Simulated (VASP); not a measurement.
# CoSi (P2_13) in VASP: further runs

Runs on CoSi. Level: r2SCAN. Tasks: single point.

Everything below comes from runs of VASP 6.6.1. Logs are shortened: lines on timing, memory, paths and dates and some standing lists are left out, and cuts for length are marked.

## Step 1: The cell of the first run

Symmetry: P2_13, No. 198, cubic system. The conventional cell has a = 4.339 Å, b = 4.339 Å, c = 4.339 Å, α = 90.00°, β = 90.00°, γ = 90.00°. Within 3.0 Å of Co (site symmetry 3) lie 7 Si at 2.27 to 2.38 Å and 6 Co at 2.67 Å. Within 3.0 Å of Si (site symmetry 3) lie 7 Co at 2.27 to 2.38 Å and 6 Si at 2.68 Å.

## Step 2: Single point, r2SCAN (volume changed by -3%)

The input, POSCAR:

```
CoSi
1.0
    4.3387227000      0.0000000000      0.0000000000
    0.0000000000      4.3387227000      0.0000000000
    0.0000000000      0.0000000000      4.3387227000
Co Si
4 4
Direct
    0.1456935066      0.1456935066      0.1456935066
    0.3543064934      0.8543064934      0.6456935066
    0.6456935066      0.3543064934      0.8543064934
    0.8543064934      0.6456935066      0.3543064934
    0.8436267003      0.8436267003      0.8436267003
    0.6563732997      0.1563732997      0.3436267003
    0.3436267003      0.6563732997      0.1563732997
    0.1563732997      0.3436267003      0.6563732997
```

The input, INCAR.step1:

```
PREC     = Accurate       # precision mode
ENCUT    = 520            # plane-wave cutoff, eV
ISMEAR   = -1             # smearing method
SIGMA    = 0.02           # smearing width, eV
LREAL    = False          # projectors in reciprocal space
LASPH    = True           # aspherical terms in the spheres
NELM     = 60             # most SCF steps
NBANDS   = 36             # bands
GGA      = PE             # functional
ALGO     = Normal         # electronic algorithm
EDIFF    = 1E-4           # SCF threshold, eV
LWAVE    = True           # write WAVECAR
LCHARG   = False          # write CHGCAR
```

The input, INCAR.step2:

```
PREC     = Accurate       # precision mode
ENCUT    = 520            # plane-wave cutoff, eV
EDIFF    = 1E-7           # SCF threshold, eV
ISMEAR   = -1             # smearing method
SIGMA    = 0.02           # smearing width, eV
LREAL    = False          # projectors in reciprocal space
LASPH    = True           # aspherical terms in the spheres
NELM     = 60             # most SCF steps
ALGO     = Normal         # electronic algorithm
ISIF     = 2              # what is computed and relaxed
LWAVE    = False          # write WAVECAR
LCHARG   = False          # write CHGCAR
METAGGA  = R2SCAN         # meta-GGA
LMIXTAU  = True         
NBANDS   = 36             # bands
ISTART   = 1
```

The input, KPOINTS:

```
regular mesh
0
Gamma
  6 6 6
```

Potentials or basis: VASP PAW PBE potentials, release 64 (Co, Si).

On the command line:

```sh
cat potpaw_PBE.64/Co/POTCAR potpaw_PBE.64/Si/POTCAR > POTCAR
cp INCAR.step1 INCAR
mpirun -np 1 vasp_std > vasp.out
cp INCAR.step2 INCAR
mpirun -np 1 vasp_std > vasp.out
```

OUTCAR:

```text
PREC = Accurate
   ENCUT = 520
   EDIFF = 1E-7
   ISMEAR = -1
   LREAL = False
   LASPH = True
   NELM = 60
   ISIF = 2
   METAGGA = R2SCAN
   ISTART = 1

 ion  position               nearest neighbor table
   1  0.146  0.146  0.146-   5 2.27   6 2.29   7 2.29   8 2.29   7 2.38   8 2.38   6 2.38   3 2.67
                             4 2.67   2 2.67   2 2.67   4 2.67   3 2.67
   2  0.354  0.854  0.646-   6 2.27   5 2.29   7 2.29   8 2.29   7 2.38   8 2.38   5 2.38   1 2.67
                             1 2.67   3 2.67   3 2.67   4 2.67   4 2.67
   3  0.646  0.354  0.854-   7 2.27   6 2.29   5 2.29   8 2.29   8 2.38   6 2.38   5 2.38   1 2.67
                             4 2.67   2 2.67   2 2.67   4 2.67   1 2.67
   4  0.854  0.646  0.354-   8 2.27   6 2.29   7 2.29   5 2.29   6 2.38   5 2.38   7 2.38   1 2.67
                             3 2.67   2 2.67   1 2.67   2 2.67   3 2.67
   5  0.844  0.844  0.844-   1 2.27   2 2.29   3 2.29   4 2.29   3 2.38   4 2.38   2 2.38   6 2.68
                             7 2.68   8 2.68   6 2.68   8 2.68   7 2.68
   6  0.656  0.156  0.344-   2 2.27   1 2.29   3 2.29   4 2.29   3 2.38   4 2.38   1 2.38   8 2.68
                             5 2.68   5 2.68   7 2.68   7 2.68   8 2.68
   7  0.344  0.656  0.156-   3 2.27   2 2.29   1 2.29   4 2.29   4 2.38   2 2.38   1 2.38   8 2.68
                             5 2.68   8 2.68   6 2.68   6 2.68   5 2.68
   8  0.156  0.344  0.656-   4 2.27   2 2.29   3 2.29   1 2.29   2 2.38   1 2.38   3 2.38   7 2.68
                             5 2.68   7 2.68   5 2.68   6 2.68   6 2.68

  LATTYP: Found a simple cubic cell.
 ALAT       =     4.3387227000

  Lattice vectors:

 A1 = (   4.3387227000,   0.0000000000,   0.0000000000)
 A2 = (   0.0000000000,   4.3387227000,   0.0000000000)
 A3 = (   0.0000000000,   0.0000000000,   4.3387227000)

Analysis of symmetry for initial positions (statically):
=====================================================================
 Subroutine PRICEL returns:
 Original cell was already a primitive cell.

 Routine SETGRP: Setting up the symmetry group for a
 simple cubic supercell.

 Subroutine GETGRP returns: Found 12 space group operations
 (whereof  3 operations were pure point group operations)
 out of a pool of 48 trial point group operations.

The static configuration has the point symmetry C_3 .
 The point group associated with its full space group is T   .

Analysis of symmetry for dynamics (positions and initial velocities):
=====================================================================
 Subroutine PRICEL returns:
 Original cell was already a primitive cell.

 Routine SETGRP: Setting up the symmetry group for a
 simple cubic supercell.

 Subroutine GETGRP returns: Found 12 space group operations
 (whereof  3 operations were pure point group operations)
 out of a pool of 48 trial point group operations.

The dynamic configuration has the point symmetry C_3 .
 The point group associated with its full space group is T   .

 Subroutine INISYM returns: Found 12 space group operations
 (whereof  3 operations are pure point group operations),
 and found     1 'primitive' translations

----------------------------------------------------------------------------------------

                                     Primitive cell

  volume of cell :      81.6743

  direct lattice vectors                    reciprocal lattice vectors
     4.338722700  0.000000000  0.000000000     0.230482580  0.000000000  0.000000000
     0.000000000  4.338722700  0.000000000     0.000000000  0.230482580  0.000000000
     0.000000000  0.000000000  4.338722700     0.000000000  0.000000000  0.230482580

  length of vectors
     4.338722700  4.338722700  4.338722700     0.230482580  0.230482580  0.230482580

  position of ions in fractional coordinates (direct lattice)
     0.145693507  0.145693507  0.145693507
     0.354306493  0.854306493  0.645693507
     0.645693507  0.354306493  0.854306493
     0.854306493  0.645693507  0.354306493
     0.843626700  0.843626700  0.843626700
     0.656373300  0.156373300  0.343626700
     0.343626700  0.656373300  0.156373300
     0.156373300  0.343626700  0.656373300

  ion indices of the primitive-cell ions
   primitive index   ion index
                 1           1
                 2           2
                 3           3
                 4           4
                 5           5
                 6           6
                 7           7
                 8           8

----------------------------------------------------------------------------------------

 KPOINTS: regular mesh

Automatic generation of k-mesh.
 Grid dimensions read from file:
 generate k-points for:    6    6    6

 Generating k-lattice:

  Cartesian coordinates                     Fractional coordinates (reciprocal lattice)
     0.038413763  0.000000000  0.000000000     0.166666667  0.000000000  0.000000000
     0.000000000  0.038413763  0.000000000     0.000000000  0.166666667  0.000000000
     0.000000000  0.000000000  0.038413763     0.000000000  0.000000000  0.166666667

  Length of vectors
     0.038413763  0.038413763  0.038413763

  Shift w.r.t. Gamma in fractional coordinates (k-lattice)
     0.000000000  0.000000000  0.000000000

 Subroutine IBZKPT returns following result:
 ===========================================

 Found     24 irreducible k-points:

 Following reciprocal coordinates:
            Coordinates               Weight
  0.000000  0.000000  0.000000      1.000000
  0.166667  0.000000  0.000000      6.000000
  0.333333  0.000000  0.000000      6.000000
  0.500000  0.000000  0.000000      3.000000
  0.166667  0.166667  0.000000     12.000000
  0.333333  0.166667  0.000000     12.000000
[... 16 lines left out ...]
  0.500000  0.500000  0.333333      6.000000
  0.500000  0.500000  0.500000      1.000000
   k-points           NKPTS =     24   k-points in BZ     NKDIM =     24   number of bands    NBANDS=     36
   number of dos      NEDOS =    301   number of ions     NIONS =      8
   total plane-waves  NPLWV =  32768
   dimension x,y,z NGX =    32 NGY =   32 NGZ =   32
   dimension x,y,z NGXF=    64 NGYF=   64 NGZF=   64
   ions per type =               4   4
   NGX,Y,Z   is equivalent  to a cutoff of  12.26, 12.26, 12.26 a.u.
   NGXF,Y,Z  is equivalent  to a cutoff of  24.52, 24.52, 24.52 a.u.
 SYSTEM =  unknown system
   PREC   = accura    normal or accurate (medium, high low for compatibility)
   ISTART =      1    job   : 0-new  1-cont  2-samecut
   ICHARG =      0    charge: 1-file 2-atom 10-const
   ISPIN  =      1    spin polarized calculation?
   LNONCOLLINEAR =      F non collinear calculations
   LSORBIT =      F    spin-orbit coupling
   LASPH  =      T    aspherical Exc in radial PAW
   ENCUT  =  520.0 eV  38.22 Ry    6.18 a.u.   8.07  8.07  8.07*2*pi/ulx,y,z
   NELM   =     60;   NELMIN=  2; NELMDL=  0     # of ELM steps
   EDIFF  = 0.1E-06   stopping-criterion for ELM
   LREAL  =      F    real-space projection
   EDIFFG = 0.1E-05   stopping-criterion for IOM
   NSW    =      0    number of steps for IOM
   IBRION =     -1    ionic relax: 0-MD 1-quasi-New 2-CG
   NFREE  =      0    steps in history (QN), initial steepest desc. (CG)
   ISIF   =      2    stress and relaxation
   ISYM   =      2    0-nonsym 1-usesym 2-fastsym
   POTIM  = 0.5000    time-step for ionic-motion
   TEBEG  =    0.0;   TEEND  =   0.0 temperature during run
   PSTRESS=    0.0 pullay stress
   NELECT =      52.0000    total number of electrons
   NUPDOWN=      -1.0000    fix difference up-down
   EMIN   =  10.00;   EMAX   =-10.00  energy-range for DOS
   EFERMI =   0.00;   METHOD = LEGACY
   ISMEAR =    -1;   SIGMA  =   0.02  broadening in eV -4-tet -1-fermi 0-gaus
   EFERMI_NEDOS =   21; number of points for ismear=-14 and -15
   IALGO  =     38    algorithm
   IMIX   =      4    mixing-type and parameters
     AMIX     =   0.40;   BMIX     =  1.00
     AMIX_MAG =   1.60;   BMIX_MAG =  1.00
  volume/ion in A,a.u.               =      10.21        68.90
  Fermi-wavevector in a.u.,A,eV,Ry     =   1.408361  2.661417 26.986901  1.983481
  Thomas-Fermi vector in A             =   2.530527
   LORBIT       =      0    0 simple, 1 ext, 2 COOP (PROOUT), +10 PAW based schemes
   METAGGA = R2SCAN    functional components
   LHFCALC =     F    Hartree Fock is set to
   AEXX    =    0.0000 exact exchange contribution
   IVDW    =     0    specifies the selected vdW correction
   LEPSILON=     F    determine dielectric tensor
   LRPA    =     F    only Hartree local field effects (RPA)
 non-spin polarized calculation
  energy-cutoff  :      520.00
  volume of cell :       81.67
 maximum number of plane-waves:      2272
   NGX = 17   NGY = 17   NGZ = 17

 number of electron      51.9999988 magnetization

 Free energy of the ion-electron system (eV)
  ---------------------------------------------------
  ext. energy  EPLUGINS =         0.00000000
  ---------------------------------------------------
  free energy    TOTEN  =       -91.89900713 eV

  energy without entropy =      -91.89746962  energy(sigma->0) =      -91.89823837

 E-fermi :  13.0230     XC(G=0): -14.2652

 val. band max:       13.0211133374   @ k =   0.0000   0.0000   0.0000
 cond. band min:      13.1465624253   @ k =   0.5000   0.5000   0.3333
 fundamental gap:      0.1254490879
 Fermi energy:        13.0229560968

 k-point     1 :       0.0000    0.0000    0.0000
  band No.  band energies     occupation
      1      -1.9622      2.00000
      2       4.0923      2.00000
      3       4.0923      2.00000
      4       4.0923      2.00000
      5       6.8845      2.00000
      6       6.8845      2.00000
[... 28 lines left out ...]
     35      16.9902      0.00000
     36      18.3703      0.00000

 k-point     2 :       0.1667    0.0000    0.0000
  band No.  band energies     occupation
      1      -1.7338      2.00000
      2       2.8791      2.00000
      3       4.2347      2.00000
      4       4.8997      2.00000
      5       6.3078      2.00000
      6       7.0117      2.00000
[... 850 lines left out ...]
 k-point    24 :       0.5000    0.5000    0.5000
  band No.  band energies     occupation
      1       2.7363      2.00000
      2       2.7363      2.00000
      3       2.7363      2.00000
      4       2.7363      2.00000
      5       5.3162      2.00000
      6       5.3162      2.00000
[... 28 lines left out ...]
     35      19.4594      0.00000
     36      19.4594      0.00000

------------------------ aborting loop because EDIFF is reached ----------------------------------------

  FORCE on cell =-STRESS in cart. coord.  units (eV):
  Direction    XX          YY          ZZ          XY          YZ          ZX
  --------------------------------------------------------------------------------------
  -------------------------------------------------------------------------------------
  Total        4.2760974      4.2760974      4.2760974      0.0000000      0.0000000      0.0000000
  in kB       83.8827169     83.8827169     83.8827169      0.0000000      0.0000000      0.0000000
  external PRESSURE =      83.8827169 kB  Pullay stress =       0.0000000 kB

 VOLUME and BASIS-vectors are now :
 -----------------------------------------------------------------------------
  energy-cutoff  :      520.00
  volume of cell :       81.67
      direct lattice vectors                 reciprocal lattice vectors
     4.338722700  0.000000000  0.000000000     0.230482580  0.000000000  0.000000000
     0.000000000  4.338722700  0.000000000     0.000000000  0.230482580  0.000000000
     0.000000000  0.000000000  4.338722700     0.000000000  0.000000000  0.230482580

 POSITION                                       TOTAL-FORCE (eV/Angst)
 -----------------------------------------------------------------------------------
      0.63212      0.63212      0.63212         0.043660      0.043660      0.043660
      1.53724      3.70660      2.80149        -0.043660     -0.043660      0.043660
      2.80149      1.53724      3.70660         0.043660     -0.043660     -0.043660
      3.70660      2.80149      1.53724        -0.043660      0.043660     -0.043660
      3.66026      3.66026      3.66026         0.025666      0.025666      0.025666
      2.84782      0.67846      1.49090        -0.025666     -0.025666      0.025666
      1.49090      2.84782      0.67846         0.025666     -0.025666     -0.025666
      0.67846      1.49090      2.84782        -0.025666      0.025666     -0.025666
 -----------------------------------------------------------------------------------
    total drift:                                0.000000      0.000000      0.000000

  FREE ENERGIE OF THE ION-ELECTRON SYSTEM (eV)
  ---------------------------------------------------
  free  energy   TOTEN  =       -91.8990071268 eV

  energy  without entropy=      -91.8974696228  energy(sigma->0) =      -91.89823837
```

Run time: 2.6 min. Hardware: 1 thread of AMD EPYC 9R45 (Zen 5), shared host; peak memory 0.19 GiB.

What came out:

* Free energy: -91.8990 eV
* Pressure: 8.4 GPa
* Largest force: 0.076 eV/Å
* Band gap on the k mesh: zero (band 26 reaches 13.02 eV, above the bottom of band 27 at 12.81 eV)

Forces in eV/Å, atoms in the order of the input:
```
Co   0.044  0.044  0.044
Co  -0.044 -0.044  0.044
Co   0.044 -0.044 -0.044
Co  -0.044  0.044 -0.044
Si   0.026  0.026  0.026
Si  -0.026 -0.026  0.026
Si   0.026 -0.026 -0.026
Si  -0.026  0.026 -0.026
```

Caveat: the cell differs from its parent crystal (volume changed by -3%); the PAW data sets were made with another functional, which shifts forces and pressure a little.

## Step 3: Single point, r2SCAN

This run uses another cell than the first one, of 10.53 Å³/atom, 1.031 times its volume.

Edit POSCAR of step 2 so:

```diff
@@ -2,5 +2,5 @@
 1.0
-    4.3387227000      0.0000000000      0.0000000000
-    0.0000000000      4.3387227000      0.0000000000
-    0.0000000000      0.0000000000      4.3387227000
+    4.3829984386      0.0000000000      0.0000000000
+    0.0000000000      4.3829984386      0.0000000000
+    0.0000000000      0.0000000000      4.3829984386
 Co Si
```

The input, INCAR.step1:

```
PREC = Accurate
ENCUT = 520
ISMEAR = -1
SIGMA = 0.02
LREAL = False
LASPH = True
NELM = 60
NBANDS = 36
GGA = PE
ALGO = Normal
EDIFF = 1E-4
LWAVE = True
LCHARG = False
```

The input, INCAR.step2:

```
PREC = Accurate
ENCUT = 520
EDIFF = 1E-7
ISMEAR = -1
SIGMA = 0.02
LREAL = False
LASPH = True
NELM = 60
ALGO = Normal
ISIF = 2
LWAVE = False
LCHARG = False
METAGGA = R2SCAN
LMIXTAU = True
NBANDS = 36
ISTART = 1
```

KPOINTS is that of step 2.

Potentials or basis: VASP PAW PBE potentials, release 64 (Co, Si).

On the command line:

```sh
cat potpaw_PBE.64/Co/POTCAR potpaw_PBE.64/Si/POTCAR > POTCAR
cp INCAR.step1 INCAR
mpirun -np 1 vasp_std > vasp.out
cp INCAR.step2 INCAR
mpirun -np 1 vasp_std > vasp.out
```

It took 4.5 min on 1 thread of AMD EPYC 9R45 (Zen 5), shared host; peak memory 0.21 GiB.

It converged, with:

```yaml
Free_energy: -91.9643 eV
Pressure: 0.1 GPa
Largest_force: 0.004 eV/Å
Band_gap_on_the_k_mesh: zero (band 26 reaches 12.53 eV, above the bottom of band 27 at 12.32 eV)
```

Forces on the atoms (eV/Å):
```
Co   0.003  0.003  0.003
Co  -0.003 -0.003  0.003
Co   0.003 -0.003 -0.003
Co  -0.003  0.003 -0.003
Si   0.002  0.002  0.002
Si  -0.002 -0.002  0.002
Si   0.002 -0.002 -0.002
Si  -0.002  0.002 -0.002
```

Levels at points of the mesh, in eV from the Fermi level:
| k point | band 23 | band 24 | band 25 | band 26 | band 27 | band 28 | band 29 | band 30 |
| --- | --- | --- | --- | --- | --- | --- | --- | --- |
| (0.00, 0.00, 0.00) | -0.88 | -0.88 | -0.01 | -0.01 | -0.01 | 2.86 | 2.86 | 2.86 |
| (0.50, 0.00, 0.00) | -0.72 | -0.72 | -0.52 | -0.52 | 1.09 | 1.09 | 1.71 | 1.71 |
| (0.50, 0.50, 0.00) | -1.11 | -1.11 | -0.05 | -0.05 | 0.68 | 0.68 | 2.29 | 2.29 |
| (0.50, 0.50, 0.50) | -1.35 | -1.35 | -0.21 | -0.21 | -0.21 | -0.21 | 6.09 | 6.09 |

Caveat: the PAW data sets were made with another functional, which shifts forces and pressure a little. Spin polarisation is off, so any magnetic state and its effect on volume and gap are missing.

## Step 4: Single point, r2SCAN

This run uses another cell than the first one, of 10.53 Å³/atom, 1.031 times its volume.

POSCAR is that of step 3.

The input, INCAR.step1:

```
SYSTEM = CoSi
PREC = Accurate ; ENCUT = 520
ISMEAR = -1 ; SIGMA = 0.02
LREAL = .FALSE. ; LASPH = .TRUE.
NELM = 80 ; NBANDS = 36
GGA = PE ; ALGO = Normal
EDIFF = 1E-4 ; LWAVE = .TRUE.
LCHARG = .FALSE.
```

The input, INCAR.step2:

```
SYSTEM = CoSi
PREC = Accurate ; ENCUT = 520
EDIFF = 1E-6 ; ISMEAR = -1
SIGMA = 0.02 ; LREAL = .FALSE.
LASPH = .TRUE. ; NELM = 80
ALGO = Normal ; ISIF = 2
LWAVE = .FALSE. ; LCHARG = .FALSE.
METAGGA = R2SCAN ; LMIXTAU = .TRUE.
NBANDS = 36 ; ISTART = 1
```

The input, KPOINTS:

```
regular mesh
0
G
  6 6 6
  0 0 0
```

On the command line:

```sh
cat potpaw_PBE.64/Co/POTCAR potpaw_PBE.64/Si/POTCAR > POTCAR
cp INCAR.step1 INCAR
mpirun -np 1 vasp_std > vasp.out
cp INCAR.step2 INCAR
mpirun -np 1 vasp_std > vasp.out
```

Wall time 3.4 min (1 thread of AMD EPYC 9R45 (Zen 5), shared host); peak memory 0.21 GiB.

The run converged. Its results:

```yaml
Free_energy: -91.9643 eV
Pressure: 0.1 GPa
Largest_force: 0.004 eV/Å
Band_gap_on_the_k_mesh: zero (band 26 reaches 12.53 eV, above the bottom of band 27 at 12.32 eV)
```

Forces in eV/Å, atoms in the order of the input:
```
Co   0.002  0.002  0.002
Co  -0.002 -0.002  0.002
Co   0.002 -0.002 -0.002
Co  -0.002  0.002 -0.002
Si   0.002  0.002  0.002
Si  -0.002 -0.002  0.002
Si   0.002 -0.002 -0.002
Si  -0.002  0.002 -0.002
```

Levels at points of the mesh, in eV from the Fermi level:
| k point | band 23 | band 24 | band 25 | band 26 | band 27 | band 28 | band 29 | band 30 |
| --- | --- | --- | --- | --- | --- | --- | --- | --- |
| (0.00, 0.00, 0.00) | -0.88 | -0.88 | -0.01 | -0.01 | -0.01 | 2.86 | 2.86 | 2.86 |
| (0.50, 0.00, 0.00) | -0.72 | -0.72 | -0.52 | -0.52 | 1.09 | 1.09 | 1.71 | 1.71 |
| (0.50, 0.50, 0.00) | -1.11 | -1.11 | -0.05 | -0.05 | 0.68 | 0.68 | 2.29 | 2.29 |
| (0.50, 0.50, 0.50) | -1.35 | -1.35 | -0.21 | -0.21 | -0.21 | -0.21 | 6.09 | 6.09 |

Caveat: the PAW data sets were made with another functional, which shifts forces and pressure a little. Spin polarisation is off, so any magnetic state and its effect on volume and gap are missing.
